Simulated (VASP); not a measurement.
# Cd3NiO (P6/mmm) in VASP: notebook

The runs below take Cd3NiO through single point, with PBE.

Everything below comes from runs of VASP 6.6.1. Logs are shortened: lines on timing, memory, paths and dates and some standing lists are left out, and cuts for length are marked.

**1. The cell of the first run**

The structure is hexagonal, space group P6/mmm (No. 191). The conventional cell has a = 5.875 Å, b = 5.875 Å, c = 3.437 Å, α = 90.00°, β = 90.00°, γ = 120.00°. Cd (site symmetry mmm) has 6 Cd at 2.94 to 3.44 Å and 2 Ni at 2.94 Å and 4 O at 3.40 Å within 3.9 Å. Within 2.3 Å of Ni (site symmetry 6/mmm) lie 2 O at 1.72 Å. O (site symmetry 6/mmm) has 2 Ni at 1.72 Å within 2.3 Å.

The cell was generated, and may not be a known phase.

**2. Single point, PBE, collinear spin, ferromagnetic start**

INCAR reads:

```
PREC = Accurate ; ENCUT = 520
EDIFF = 1E-6 ; ISMEAR = 0
SIGMA = 0.1 ; LREAL = F
LASPH = T ; NELM = 150
ALGO = Normal ; ISIF = 2
LWAVE = F ; LCHARG = F
ISPIN = 2 ; MAGMOM = 0.01 0.01 0.01 0.65 0.29
LORBIT = 11 ; LMAXMIX = 4
GGA = PE ; NBANDS = 38
```

KPOINTS reads:

```
regular mesh
0
Gamma
  3 3 6
```

POSCAR reads:

```
Cd3NiO
1.0
    5.8754378351      0.0000000000      0.0000000000
   -2.9377189175      5.0882784235      0.0000000000
    0.0000000000      0.0000000000      3.4367388144
Cd Ni O
3 1 1
Direct
    0.5000000000      0.0000000000      0.5000000000
    0.0000000000      0.5000000000      0.5000000000
    0.5000000000      0.5000000000      0.5000000000
    0.0000000000      0.0000000000      0.5000000000
    0.0000000000      0.0000000000      0.0000000000
```

Potentials or basis: VASP PAW PBE potentials, release 64 (Cd, Ni, O).

On the command line:

```sh
$ cat potpaw_PBE.64/Cd/POTCAR potpaw_PBE.64/Ni/POTCAR potpaw_PBE.64/O/POTCAR > POTCAR
$ mpirun -np 1 vasp_std > vasp.out
```

OUTCAR:

```text
PREC = Accurate
   ENCUT = 520
   EDIFF = 1E-6
   ISMEAR = 0
   LREAL = F
   LASPH = T
   NELM = 150
   ISIF = 2
   ISPIN = 2
   LORBIT = 11
   GGA = PE

 ion  position               nearest neighbor table
   1  0.500  0.000  0.500-   3 2.94   3 2.94   2 2.94   2 2.94   4 2.94   4 2.94
   2  0.000  0.500  0.500-   4 2.94   4 2.94   1 2.94   1 2.94   3 2.94   3 2.94
   3  0.500  0.500  0.500-   1 2.94   1 2.94   4 2.94   4 2.94   2 2.94   2 2.94
   4  0.000  0.000  0.500-   5 1.72   5 1.72   2 2.94   2 2.94   3 2.94   3 2.94   1 2.94   1 2.94

   5  0.000  0.000  0.000-   4 1.72   4 1.72

  LATTYP: Found a hexagonal cell.
 ALAT       =     5.8754378351
 C/A-ratio  =     0.5849332273

  Lattice vectors:

 A1 = (   5.8754378351,   0.0000000000,   0.0000000000)
 A2 = (  -2.9377189175,   5.0882784235,   0.0000000000)
 A3 = (   0.0000000000,   0.0000000000,   3.4367388144)

Analysis of symmetry for initial positions (statically):
=====================================================================
 Subroutine PRICEL returns:
 Original cell was already a primitive cell.

 Routine SETGRP: Setting up the symmetry group for a
 hexagonal supercell.

 Subroutine GETGRP returns: Found 24 space group operations
 (whereof 24 operations were pure point group operations)
 out of a pool of 24 trial point group operations.

The static configuration has the point symmetry D_6h.

Analysis of symmetry for dynamics (positions and initial velocities):
=====================================================================
 Subroutine PRICEL returns:
 Original cell was already a primitive cell.

 Routine SETGRP: Setting up the symmetry group for a
 hexagonal supercell.

 Subroutine GETGRP returns: Found 24 space group operations
 (whereof 24 operations were pure point group operations)
 out of a pool of 24 trial point group operations.

The dynamic configuration has the point symmetry D_6h.

Analysis of structural, dynamic, and magnetic symmetry:
=====================================================================
 Subroutine PRICEL returns:
 Original cell was already a primitive cell.

 Routine SETGRP: Setting up the symmetry group for a
 hexagonal supercell.

 Subroutine GETGRP returns: Found 24 space group operations
 (whereof 24 operations were pure point group operations)
 out of a pool of 24 trial point group operations.

The overall configuration has the point symmetry D_6h.

 Subroutine INISYM returns: Found 24 space group operations
[... 121 lines left out ...]
 spin polarized calculation
 Gauss-broadening in eV      SIGMA  =   0.10
  energy-cutoff  :      520.00
  volume of cell :      102.74
 maximum number of plane-waves:      2787
 NGX is ok and might be reduce to    48
   NGX = 21   NGY = 21   NGZ = 13

 number of electron      52.0000009 magnetization      -0.0036912

 number of electron      52.0000009 magnetization       0.0010456

 Free energy of the ion-electron system (eV)
  ---------------------------------------------------
  ext. energy  EPLUGINS =         0.00000000
  ---------------------------------------------------
  free energy    TOTEN  =       -13.45215974 eV

  energy without entropy =      -13.41979105  energy(sigma->0) =      -13.43597539

 E-fermi :   2.1839     XC(G=0): -10.1373

 val. band max:        2.1806309240   @ k =   0.0000   0.0000   0.3333
 cond. band min:       2.2003941605   @ k =   0.3333   0.3333   0.5000
 fundamental gap:      0.0197632366
 Fermi energy:         2.1838519447

 spin component 1

 k-point     1 :       0.0000    0.0000    0.0000
  band No.  band energies     occupation
      1     -16.7936      1.00000
      2      -7.4093      1.00000
      3      -7.0854      1.00000
      4      -7.0854      1.00000
      5      -6.8570      1.00000
      6      -6.6768      1.00000
[... 481 lines left out ...]
     37      12.6761      0.00000
     38      12.6761      0.00000
 Fermi energy:         2.1838519447

 spin component 2

 k-point     1 :       0.0000    0.0000    0.0000
  band No.  band energies     occupation
      1     -16.7931      1.00000
      2      -7.4093      1.00000
      3      -7.0854      1.00000
      4      -7.0854      1.00000
      5      -6.8570      1.00000
      6      -6.6768      1.00000
[... 481 lines left out ...]
     37      12.6761      0.00000
     38      12.6761      0.00000

------------------------ aborting loop because EDIFF is reached ----------------------------------------

  FORCE on cell =-STRESS in cart. coord.  units (eV):
  Direction    XX          YY          ZZ          XY          YZ          ZX
  --------------------------------------------------------------------------------------
  -------------------------------------------------------------------------------------
  Total        0.3766459      0.3766459     -0.6392911      0.0000000      0.0000000      0.0000000
  in kB        5.8733540      5.8733540     -9.9690009      0.0000000      0.0000000      0.0000000
  external PRESSURE =       0.5925690 kB  Pullay stress =       0.0000000 kB

 VOLUME and BASIS-vectors are now :
 -----------------------------------------------------------------------------
  energy-cutoff  :      520.00
  volume of cell :      102.74
      direct lattice vectors                 reciprocal lattice vectors
     5.875437835  0.000000000  0.000000000     0.170200082  0.098265063  0.000000000
    -2.937718917  5.088278424  0.000000000     0.000000000  0.196530126  0.000000000
     0.000000000  0.000000000  3.436738814     0.000000000  0.000000000  0.290973523

 POSITION                                       TOTAL-FORCE (eV/Angst)
 -----------------------------------------------------------------------------------
      2.93772      0.00000      1.71837        -0.000000      0.000000      0.000000
     -1.46886      2.54414      1.71837        -0.000000      0.000000      0.000000
      1.46886      2.54414      1.71837         0.000000      0.000000      0.000000
      0.00000      0.00000      1.71837        -0.000000      0.000000      0.000000
      0.00000      0.00000      0.00000        -0.000000      0.000000      0.000000
 -----------------------------------------------------------------------------------
    total drift:                                0.000000      0.000000     -0.000000

  FREE ENERGIE OF THE ION-ELECTRON SYSTEM (eV)
  ---------------------------------------------------
  free  energy   TOTEN  =       -13.4521597379 eV

  energy  without entropy=      -13.4197910497  energy(sigma->0) =      -13.43597539

 total charge

# of ion       s       p       d       tot
------------------------------------------
    1        0.566   0.224   9.498  10.288
    2        0.566   0.224   9.498  10.288
    3        0.566   0.224   9.498  10.288
    4        0.511   0.576   8.371   9.458
    5        1.570   3.394   0.000   4.964
--------------------------------------------------
tot          3.780   4.642  36.864  45.286

 magnetization (x)

# of ion       s       p       d       tot
------------------------------------------
    1        0.000   0.000   0.000   0.000
    2        0.000   0.000   0.000   0.000
    3        0.000   0.000   0.000   0.000
    4        0.000  -0.000   0.001   0.001
    5        0.000   0.000   0.000   0.000
--------------------------------------------------
tot          0.000   0.000   0.001   0.002
```

Wall time 86 s (1 thread of Intel Xeon 6975P-C (Granite Rapids), shared host); peak memory 0.33 GiB.

What came out:

```yaml
Free_energy: -13.4522 eV
Pressure: 0.1 GPa
Band_gap_on_the_k_mesh: zero (filled and empty bands overlap)
Net_moment: 0.00 μB per cell
Valence_electrons_inside_the_program's_atomic_spheres: Cd 10.29; Ni 9.46; O 4.96
```

Stress tensor (GPa, compression positive):
```
 0.59  0.00  0.00
 0.00  0.59  0.00
 0.00  0.00 -1.00
```

Caveat: the k points lie up to 0.41 Å⁻¹ apart, too coarse for converged energies and pressures of a metal; the moments typed at the start vanished in this run. With open d or f shells a metallic result of PBE can be an artefact of self-interaction; +U or a hybrid may open a gap.

**3. Single point, PBE, collinear spin, ferromagnetic start**

This run uses another cell than the first one, of 20.22 Å³/atom.

INCAR reads:

```
  ALGO = Normal
  EDIFF = 1E-7
  ENCUT = 520
  GGA = PE
  ISIF = 2
  ISMEAR = 0
  ISPIN = 2
  LASPH = True
  LCHARG = False
  LMAXMIX = 4
  LORBIT = 11
  LREAL = False
  LWAVE = False
  MAGMOM = 0 0 0 2 0
  NBANDS = 38
  NELM = 150
  PREC = Accurate
  SIGMA = 0.1
```

KPOINTS reads:

```
k-points
0
Gamma
  6 6 4
```

Changes to POSCAR since step 2:

```diff
@@ -2,5 +2,5 @@
 1.0
-    5.8754378351      0.0000000000      0.0000000000
-   -2.9377189175      5.0882784235      0.0000000000
-    0.0000000000      0.0000000000      3.4367388144
+    5.8298996756      0.0000000000      0.0000000000
+   -2.9149498378      5.0488412206      0.0000000000
+    0.0000000000      0.0000000000      3.4347415449
 Cd Ni O
```

Potentials or basis: VASP PAW PBE potentials, release 64 (Cd, Ni, O).

On the command line:

```sh
$ cat potpaw_PBE.64/Cd/POTCAR potpaw_PBE.64/Ni/POTCAR potpaw_PBE.64/O/POTCAR > POTCAR
$ mpirun -np 1 vasp_std > vasp.out
```

OUTCAR:

```text
EDIFF = 1E-7
   ENCUT = 520
   GGA = PE
   ISIF = 2
   ISMEAR = 0
   ISPIN = 2
   LASPH = True
   LORBIT = 11
   LREAL = False
   NELM = 150
   PREC = Accurate

 ion  position               nearest neighbor table
   1  0.500  0.000  0.500-   4 2.91   4 2.91   2 2.91   3 2.91   3 2.91   2 2.91
   2  0.000  0.500  0.500-   3 2.91   3 2.91   4 2.91   4 2.91   1 2.91   1 2.91
   3  0.500  0.500  0.500-   2 2.91   2 2.91   4 2.91   1 2.91   1 2.91   4 2.91
   4  0.000  0.000  0.500-   5 1.72   5 1.72   1 2.91   1 2.91   3 2.91   2 2.91   2 2.91   3 2.91

   5  0.000  0.000  0.000-   4 1.72   4 1.72

  LATTYP: Found a hexagonal cell.
 ALAT       =     5.8298996756
 C/A-ratio  =     0.5891596316

  Lattice vectors:

 A1 = (   5.8298996756,   0.0000000000,   0.0000000000)
 A2 = (  -2.9149498378,   5.0488412206,   0.0000000000)
 A3 = (   0.0000000000,   0.0000000000,   3.4347415449)

Analysis of symmetry for initial positions (statically):
=====================================================================
[... 1928 lines left out ...]
  -------------------------------------------------------------------------------------
  Total        0.1897590      0.1897590      0.1632750      0.0000000     -0.0000000      0.0000000
  in kB        3.0072259      3.0072259      2.5875190      0.0000000     -0.0000000      0.0000000
  external PRESSURE =       2.8673236 kB  Pullay stress =       0.0000000 kB

 VOLUME and BASIS-vectors are now :
 -----------------------------------------------------------------------------
  energy-cutoff  :      520.00
  volume of cell :      101.10
      direct lattice vectors                 reciprocal lattice vectors
     5.829899676  0.000000000  0.000000000     0.171529538  0.099032625  0.000000000
    -2.914949838  5.048841221  0.000000000     0.000000000  0.198065250  0.000000000
     0.000000000  0.000000000  3.434741545     0.000000000  0.000000000  0.291142721

 POSITION                                       TOTAL-FORCE (eV/Angst)
 -----------------------------------------------------------------------------------
      2.91495      0.00000      1.71737        -0.000000      0.000000      0.000000
     -1.45747      2.52442      1.71737         0.000000      0.000000      0.000000
      1.45747      2.52442      1.71737         0.000000      0.000000      0.000000
      0.00000      0.00000      1.71737         0.000000      0.000000      0.000000
      0.00000      0.00000      0.00000         0.000000      0.000000      0.000000
 -----------------------------------------------------------------------------------
    total drift:                                0.000000      0.000000     -0.000000

  FREE ENERGIE OF THE ION-ELECTRON SYSTEM (eV)
  ---------------------------------------------------
  free  energy   TOTEN  =       -13.6593885276 eV

  energy  without entropy=      -13.6466271710  energy(sigma->0) =      -13.65300785

 total charge

# of ion       s       p       d       tot
------------------------------------------
    1        0.562   0.235   9.496  10.293
    2        0.562   0.235   9.496  10.293
    3        0.562   0.235   9.496  10.293
    4        0.510   0.583   8.387   9.479
    5        1.575   3.382   0.000   4.957
--------------------------------------------------
tot          3.770   4.671  36.875  45.316

 magnetization (x)

# of ion       s       p       d       tot
------------------------------------------
    1        0.000  -0.001  -0.000  -0.001
    2        0.000  -0.001  -0.000  -0.001
    3        0.000  -0.001  -0.000  -0.001
    4       -0.000  -0.001   0.056   0.055
    5        0.000   0.022   0.000   0.022
--------------------------------------------------
tot          0.001   0.018   0.056   0.075
```

OSZICAR:

```text
N       E                     dE             d eps       ncg     rms          rms(c)
DAV:   1     0.439529095997E+03    0.43953E+03   -0.25376E+04  3192   0.144E+03
DAV:   2     0.120932856156E+02   -0.42744E+03   -0.40088E+03  3258   0.372E+02
DAV:   3    -0.170014198589E+02   -0.29095E+02   -0.28297E+02  3652   0.104E+02
[... 13 lines left out ...]
DAV:  17    -0.136593873873E+02   -0.11858E-07   -0.13168E-06  3482   0.805E-03    0.981E-03
DAV:  18    -0.136593877971E+02   -0.40973E-06   -0.20203E-06  3448   0.865E-03    0.578E-03
DAV:  19    -0.136593881068E+02   -0.30977E-06   -0.11720E-06  3094   0.688E-03    0.371E-03
DAV:  20    -0.136593883169E+02   -0.21004E-06   -0.54558E-07  2700   0.420E-03    0.268E-03
DAV:  21    -0.136593884771E+02   -0.16019E-06   -0.93881E-07  3120   0.556E-03    0.127E-03
DAV:  22    -0.136593885276E+02   -0.50549E-07   -0.19862E-07  1942   0.246E-03
   1 F= -.13659389E+02 E0= -.13653008E+02  d E =-.127614E-01  mag=     0.0720
```

stdout:

```text
POSCAR found type information on POSCAR CdNiO
 POSCAR found :  3 types and       5 ions
 scaLAPACK will be used
 LDA part: xc-table for (Slater+PW92), standard interpolation
 POSCAR, INCAR and KPOINTS ok, starting setup
 FFT: planning ... GRIDC
 FFT: planning ... GRID_SOFT
 FFT: planning ... GRID
 WAVECAR not read
 entering main loop
```

It took 2.5 min on 1 thread of Intel Xeon 6975P-C (Granite Rapids), shared host; peak memory 0.36 GiB.

What came out:

- Free energy: -13.6594 eV
- Pressure: 0.3 GPa
- Net moment: 0.07 μB per cell
- Site moments: Cd -0.00; Ni +0.06; O +0.02 μB
- Valence electrons inside the program's atomic spheres: Cd 10.29; Ni 9.48; O 4.96

Caveat: the k points lie up to 0.46 Å⁻¹ apart.

(Part 1 of 2 ends here.)

The gap in the log of VASP goes by the Fermi energy; the results here count the filled bands.